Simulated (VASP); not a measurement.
# MnS (rocksalt type) (Fm-3m) in VASP: further runs

The runs below take MnS (rocksalt type) through electric field gradients, with PBE.

All numbers are computed with VASP 6.6.1; they aren't measurements. Logs are shortened: lines on timing, memory, paths and dates and some standing lists are left out, and cuts for length are marked.

**1. The cell of the first run**

It takes space group Fm-3m (No. 225, cubic). The conventional cell has a = 5.102 Å, b = 5.102 Å, c = 5.102 Å, α = 90.00°, β = 90.00°, γ = 90.00°. Mn (site symmetry m-3m) has 6 S at 2.55 Å within 3.4 Å. Within 3.4 Å of S (site symmetry m-3m) lie 6 Mn at 2.55 Å.

**2. Electric field gradients, PBE, collinear spin, ferromagnetic start**

The input, INCAR:

```
PREC     = Accurate       # precision mode
ENCUT    = 520            # plane-wave cutoff, eV
EDIFF    = 1E-8           # SCF threshold, eV
ISMEAR   = -1             # smearing method
SIGMA    = 0.08           # smearing width, eV
LREAL    = F              # projectors in reciprocal space
LASPH    = T              # aspherical terms in the spheres
NELM     = 150            # most SCF steps
ALGO     = Normal         # electronic algorithm
ISIF     = 2              # what is computed and relaxed
LWAVE    = F              # write WAVECAR
LCHARG   = F              # write CHGCAR
ISPIN    = 2              # spin polarisation
MAGMOM   = 4 0            # initial moments
LORBIT   = 11             # projections on sites
LMAXMIX  = 4              # l up to which the mixer works
GGA      = PE             # functional
LEFG     = T            
NBANDS   = 20             # bands
```

The input, KPOINTS:

```
Automatic mesh
0
Gamma
  16 16 16
```

The input, POSCAR:

```
MnS
1.0
    0.0000000000      2.5509615025      2.5509615025
    2.5509615025      0.0000000000      2.5509615025
    2.5509615025      2.5509615025      0.0000000000
Mn S
1 1
Direct
    0.0000000000      0.0000000000      0.0000000000
    0.5000000000      0.5000000000      0.5000000000
```

Potentials or basis: VASP PAW PBE potentials, release 64 (Mn_pv, S).

Launch:

```sh
cat potpaw_PBE.64/Mn_pv/POTCAR potpaw_PBE.64/S/POTCAR > POTCAR
mpirun -np 1 vasp_std > vasp.out
```

OUTCAR:

```text
PREC = Accurate
   ENCUT = 520
   EDIFF = 1E-8
   ISMEAR = -1
   LREAL = F
   LASPH = T
   NELM = 150
   ISIF = 2
   ISPIN = 2
   LORBIT = 11
   GGA = PE

 ion  position               nearest neighbor table
   1  0.000  0.000  0.000-   2 2.55   2 2.55   2 2.55   2 2.55   2 2.55   2 2.55
   2  0.500  0.500  0.500-   1 2.55   1 2.55   1 2.55   1 2.55   1 2.55   1 2.55

  LATTYP: Found a face centered cubic cell.
 ALAT       =     5.1019230050

  Lattice vectors:

 A1 = (   0.0000000000,   2.5509615025,   2.5509615025)
 A2 = (   2.5509615025,   0.0000000000,   2.5509615025)
 A3 = (   2.5509615025,   2.5509615025,   0.0000000000)

Analysis of symmetry for initial positions (statically):
=====================================================================
 Subroutine PRICEL returns:
 Original cell was already a primitive cell.

 Routine SETGRP: Setting up the symmetry group for a
 face centered cubic supercell.

 Subroutine GETGRP returns: Found 48 space group operations
 (whereof 48 operations were pure point group operations)
 out of a pool of 48 trial point group operations.

The static configuration has the point symmetry O_h .

Analysis of symmetry for dynamics (positions and initial velocities):
=====================================================================
 Subroutine PRICEL returns:
 Original cell was already a primitive cell.

 Routine SETGRP: Setting up the symmetry group for a
 face centered cubic supercell.

 Subroutine GETGRP returns: Found 48 space group operations
 (whereof 48 operations were pure point group operations)
 out of a pool of 48 trial point group operations.

The dynamic configuration has the point symmetry O_h .

Analysis of structural, dynamic, and magnetic symmetry:
=====================================================================
 Subroutine PRICEL returns:
 Original cell was already a primitive cell.

 Routine SETGRP: Setting up the symmetry group for a
 face centered cubic supercell.

 Subroutine GETGRP returns: Found 48 space group operations
 (whereof 48 operations were pure point group operations)
 out of a pool of 48 trial point group operations.

The overall configuration has the point symmetry O_h .

 Subroutine INISYM returns: Found 48 space group operations
 (whereof 48 operations are pure point group operations),
 and found     1 'primitive' translations

----------------------------------------------------------------------------------------

                                     Primitive cell

  volume of cell :      33.2003

  direct lattice vectors                    reciprocal lattice vectors
     0.000000000  2.550961502  2.550961502    -0.196004526  0.196004526  0.196004526
     2.550961502  0.000000000  2.550961502     0.196004526 -0.196004526  0.196004526
     2.550961502  2.550961502  0.000000000     0.196004526  0.196004526 -0.196004526

  length of vectors
     3.607604354  3.607604354  3.607604354     0.339489797  0.339489797  0.339489797

  position of ions in fractional coordinates (direct lattice)
     0.000000000  0.000000000  0.000000000
     0.500000000  0.500000000  0.500000000

  ion indices of the primitive-cell ions
   primitive index   ion index
                 1           1
                 2           2

----------------------------------------------------------------------------------------

 KPOINTS: Automatic mesh

Automatic generation of k-mesh.
 Grid dimensions read from file:
 generate k-points for:   16   16   16

 Generating k-lattice:

  Cartesian coordinates                     Fractional coordinates (reciprocal lattice)
    -0.012250283  0.012250283  0.012250283     0.062500000  0.000000000  0.000000000
     0.012250283 -0.012250283  0.012250283     0.000000000  0.062500000  0.000000000
[... 59 lines left out ...]
   LREAL  =      F    real-space projection
   EDIFFG = 0.1E-06   stopping-criterion for IOM
   NSW    =      0    number of steps for IOM
   IBRION =     -1    ionic relax: 0-MD 1-quasi-New 2-CG
   NFREE  =      0    steps in history (QN), initial steepest desc. (CG)
   ISIF   =      2    stress and relaxation
   ISYM   =      2    0-nonsym 1-usesym 2-fastsym
   POTIM  = 0.5000    time-step for ionic-motion
   TEBEG  =    0.0;   TEEND  =   0.0 temperature during run
   PSTRESS=    0.0 pullay stress
   NELECT =      19.0000    total number of electrons
   NUPDOWN=      -1.0000    fix difference up-down
   EMIN   =  10.00;   EMAX   =-10.00  energy-range for DOS
   EFERMI =   0.00;   METHOD = LEGACY
   ISMEAR =    -1;   SIGMA  =   0.08  broadening in eV -4-tet -1-fermi 0-gaus
   EFERMI_NEDOS =   21; number of points for ismear=-14 and -15
   IALGO  =     38    algorithm
   IMIX   =      4    mixing-type and parameters
     AMIX     =   0.40;   BMIX     =  1.00
     AMIX_MAG =   1.60;   BMIX_MAG =  1.00
  volume/ion in A,a.u.               =      16.60       112.02
  Fermi-wavevector in a.u.,A,eV,Ry     =   1.359186  2.568489 25.135209  1.847386
  Thomas-Fermi vector in A             =   2.485955
   LORBIT       =     11    0 simple, 1 ext, 2 COOP (PROOUT), +10 PAW based schemes
   GGA     = PE    functional components
   LHFCALC =     F    Hartree Fock is set to
   AEXX    =    0.0000 exact exchange contribution
   IVDW    =     0    specifies the selected vdW correction
   LEPSILON=     F    determine dielectric tensor
   LRPA    =     F    only Hartree local field effects (RPA)
 spin polarized calculation
  energy-cutoff  :      520.00
  volume of cell :       33.20
 maximum number of plane-waves:       911
   NGX = 13   NGY = 13   NGZ = 13

 number of electron      19.0000009 magnetization       4.5116013

 Free energy of the ion-electron system (eV)
  ---------------------------------------------------
  ext. energy  EPLUGINS =         0.00000000
  ---------------------------------------------------
  free energy    TOTEN  =       -14.09624674 eV

  energy without entropy =      -14.07518745  energy(sigma->0) =      -14.08571709

 E-fermi :   7.3758     XC(G=0): -10.9592

 val. band max:        7.3738546360   @ k =   0.2500   0.1250   0.0000
 cond. band min:       7.3773845538   @ k =  -0.1875   0.1250   0.0000
 fundamental gap:      0.0035299179
 Fermi energy:         7.3757897959

 spin component 1

 k-point     1 :       0.0000    0.0000    0.0000
  band No.  band energies     occupation
      1     -43.2447      1.00000
      2     -43.2447      1.00000
      3     -43.2447      1.00000
      4      -7.6767      1.00000
      5       3.9684      1.00000
      6       3.9684      1.00000
[... 541 lines left out ...]
     19      19.0295      0.00000
     20      20.7836      0.00000

 [... further k-points ...]

 spin component 2

 k-point     1 :       0.0000    0.0000    0.0000
  band No.  band energies     occupation
      1     -38.8804      1.00000
      2     -38.8804      1.00000
      3     -38.8804      1.00000
      4      -7.3963      1.00000
      5       5.5887      1.00000
      6       5.5887      1.00000
[... 541 lines left out ...]
     19      19.7690      0.00000
     20      22.3593      0.00000

 [... further k-points ...]

------------------------ aborting loop because EDIFF is reached ----------------------------------------

  FORCE on cell =-STRESS in cart. coord.  units (eV):
  Direction    XX          YY          ZZ          XY          YZ          ZX
  --------------------------------------------------------------------------------------
  -------------------------------------------------------------------------------------
  Total        0.0009511      0.0009511      0.0009511     -0.0000000      0.0000000      0.0000000
  in kB        0.0458957      0.0458957      0.0458957     -0.0000000      0.0000000      0.0000000
  external PRESSURE =       0.0458957 kB  Pullay stress =       0.0000000 kB

 VOLUME and BASIS-vectors are now :
 -----------------------------------------------------------------------------
  energy-cutoff  :      520.00
  volume of cell :       33.20
      direct lattice vectors                 reciprocal lattice vectors
     0.000000000  2.550961502  2.550961502    -0.196004526  0.196004526  0.196004526
     2.550961502  0.000000000  2.550961502     0.196004526 -0.196004526  0.196004526
     2.550961502  2.550961502  0.000000000     0.196004526  0.196004526 -0.196004526

 POSITION                                       TOTAL-FORCE (eV/Angst)
 -----------------------------------------------------------------------------------
      0.00000      0.00000      0.00000         0.000000     -0.000000     -0.000000
      2.55096      2.55096      2.55096         0.000000      0.000000      0.000000
 -----------------------------------------------------------------------------------
    total drift:                               -0.000000      0.000000      0.000000

  FREE ENERGIE OF THE ION-ELECTRON SYSTEM (eV)
  ---------------------------------------------------
  free  energy   TOTEN  =       -14.0962467406 eV

  energy  without entropy=      -14.0751874482  energy(sigma->0) =      -14.08571709

 Electric field gradients (V/A^2)
---------------------------------------------------------------------
 ion       V_xx      V_yy      V_zz      V_xy      V_xz      V_yz
---------------------------------------------------------------------
   1       0.000     0.000    -0.000     0.003     0.003     0.003
   2       0.000    -0.000    -0.000    -0.000    -0.000    -0.000
---------------------------------------------------------------------

 Electric field gradients after diagonalization (V/A^2)
 (convention: |V_zz| > |V_xx| > |V_yy|)
----------------------------------------------------------------------
 ion       V_xx      V_yy      V_zz     asymmetry (V_yy - V_xx)/ V_zz
----------------------------------------------------------------------
   1      -0.003    -0.003     0.007       0.000
   2       0.000     0.000    -0.000       0.000
----------------------------------------------------------------------

           NMR quadrupolar parameters

 Cq : quadrupolar parameter    Cq=e*Q*V_zz/h
 eta: asymmetry parameters     (V_yy - V_xx)/ V_zz
 Q  : nuclear electric quadrupole moment in mb (millibarn)
----------------------------------------------------------------------
 ion       Cq(MHz)       eta       Q (mb)
----------------------------------------------------------------------
   1       0.000       0.000       1.000
   2      -0.000       0.000       1.000
----------------------------------------------------------------------

 total charge

# of ion       s       p       d       tot
------------------------------------------
    1        0.226   6.181   4.962  11.369
    2        1.328   2.410   0.000   3.738
--------------------------------------------------
tot          1.554   8.591   4.962  15.106

 magnetization (x)

# of ion       s       p       d       tot
------------------------------------------
    1        0.052   0.041   4.018   4.111
    2        0.027   0.061   0.000   0.088
--------------------------------------------------
tot          0.079   0.102   4.018   4.199
```

Run time: 2.6 min. Hardware: 1 thread of Intel Xeon Platinum 8488C (Sapphire Rapids), shared host; peak memory 0.26 GiB.

Results:

| Property | Result |
| --- | --- |
| Free energy | -14.0962 eV |
| Pressure | 0.0 GPa |
| Net moment | 4.51 μB per cell |
| Site moments | Mn +4.11; S +0.09 μB |
| Largest electric field gradient by atom | under 0.05 V/Å² on every atom |
| Valence electrons inside the program's atomic spheres | Mn 11.37; S 3.74 |

Caveat: a cell with one magnetic atom can't hold antiferromagnetic order, which such compounds often take; semilocal functionals often make such compounds metallic where correlation or magnetic order opens a gap, which also shifts bond lengths. With open d or f shells a metallic result of PBE can be an artefact of self-interaction; +U or a hybrid may open a gap.

(Continued in part 2 of 3.)
